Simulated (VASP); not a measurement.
Ta8H: relaxation of the atoms with PBE+D3(BJ)

Ta8H, a slab with vacuum:

```
CELL_PARAMETERS angstrom
4.64562 0.00000 0.00000
-2.32281 4.02322 0.00000
0.00000 0.00000 25.63798
ATOMIC_POSITIONS crystal
Ta 0.66667 0.33333 0.33154
Ta 0.33333 0.66667 0.36853
Ta 0.00000 0.00000 0.40551
Ta 0.66667 0.33333 0.44250
Ta 0.33333 0.66667 0.47627
Ta 0.00000 0.00000 0.51986
Ta 0.66667 0.33333 0.55227
Ta 0.33333 0.66667 0.57894
H 0.00000 0.00000 0.59844
```

* Program: VASP 6.6.1
* Task: relaxation of the atoms
* Functional: PBE
* Dispersion: D3(BJ)
* Potentials or basis: VASP PAW PBE potentials, release 64 (Ta_pv, H)
* Cutoff: 520 eV
* k mesh: 6 × 6 × 1
* Occupations: gaussian, width 0.1 eV
* Spin: no spin polarisation
* Dipole correction: yes
* Atoms held fixed (from 0): [0, 1, 2, 3, 4, 5, 6, 7]
* Further INCAR settings: ALGO = Fast; EDIFF = 1e-06; IBRION = 2; EDIFFG = -0.02; NSW = 45
* Atoms held along some axes (from 0): atom 8 along a and b

```json
{
  "Energy gained by relaxing": "1.4 meV/atom",
  "Ionic steps": "4",
  "Band gap on the k mesh": "zero (an odd number of electrons rules out a gap without spin polarisation)",
  "Dispersion energy per atom": "-0.404 eV"
}
```

The path:
| step | energy change (eV) | largest force on free atoms (eV/Å) | pressure (GPa) |
| --- | --- | --- | --- |
| 1 | 0.0000 | 0.3664 | -1.76 |
| 2 | -0.0057 | 0.2793 | -1.74 |
| 3 | -0.0128 | 0.0286 | -1.68 |
| 4 | -0.0129 | 0.0029 | -1.68 |

Final structure:
```yaml
crystal:
  lattice:
    - [4.64562, 0.00000, 0.00000]
    - [-2.32281, 4.02322, 0.00000]
    - [0.00000, 0.00000, 25.63798]
  atoms:
    - { symbol: Ta, position: [0.66667, 0.33333, 0.33154] }
    - { symbol: Ta, position: [0.33333, 0.66667, 0.36853] }
    - { symbol: Ta, position: [0.00000, 0.00000, 0.40551] }
    - { symbol: Ta, position: [0.66667, 0.33333, 0.44250] }
    - { symbol: Ta, position: [0.33333, 0.66667, 0.47627] }
    - { symbol: Ta, position: [0.00000, 0.00000, 0.51986] }
    - { symbol: Ta, position: [0.66667, 0.33333, 0.55227] }
    - { symbol: Ta, position: [0.33333, 0.66667, 0.57894] }
    - { symbol: H, position: [0.00000, 0.00000, 0.59581] }
```

Levels at points of the mesh, in eV from the Fermi level:
| k point | band 43 | band 44 | band 45 | band 46 | band 47 | band 48 |
| --- | --- | --- | --- | --- | --- | --- |
| (0.00, 0.00, 0.00) | -0.42 | -0.26 | -0.26 | 0.02 | 0.31 | 0.31 |
| (0.50, 0.00, 0.00) | -0.66 | -0.45 | -0.36 | 0.24 | 0.69 | 0.69 |

It took 23 min on 1 thread of Oxide Virtual Turin-like Processor, with other jobs on the host, peak memory 0.59 GiB.

Caveat: spin-orbit coupling is left out, which moves the levels of the heavy elements.
